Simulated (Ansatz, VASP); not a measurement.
**AlP: VASP beside Ansatz**

```
Al P
1.0
     0.00000    2.66986    2.66986
     2.66986    0.00000    2.66986
     2.66986    2.66986    0.00000
Al P
1 1
Direct
  0.00000 0.00000 0.00000
  0.25000 0.25000 0.25000
```

Alike in both runs: task single point; functional PBE; dispersion D3(BJ); k mesh 6 × 6 × 6; occupations fermi-dirac, width 0.01 eV; no spin polarisation.

|  | VASP | Ansatz |
| --- | --- | --- |
| version | VASP 6.6.1 | Ansatz 0.2.0 |
| potentials or method | VASP PAW PBE potentials, release 64 (Al, P), cutoff 500 eV | plane waves, PAW |
| valence electrons in the cell | 8 | 8 |

```csv
,VASP,Ansatz,Ansatz less VASP
pressure (GPa),6.2,6.4,+0.12
```
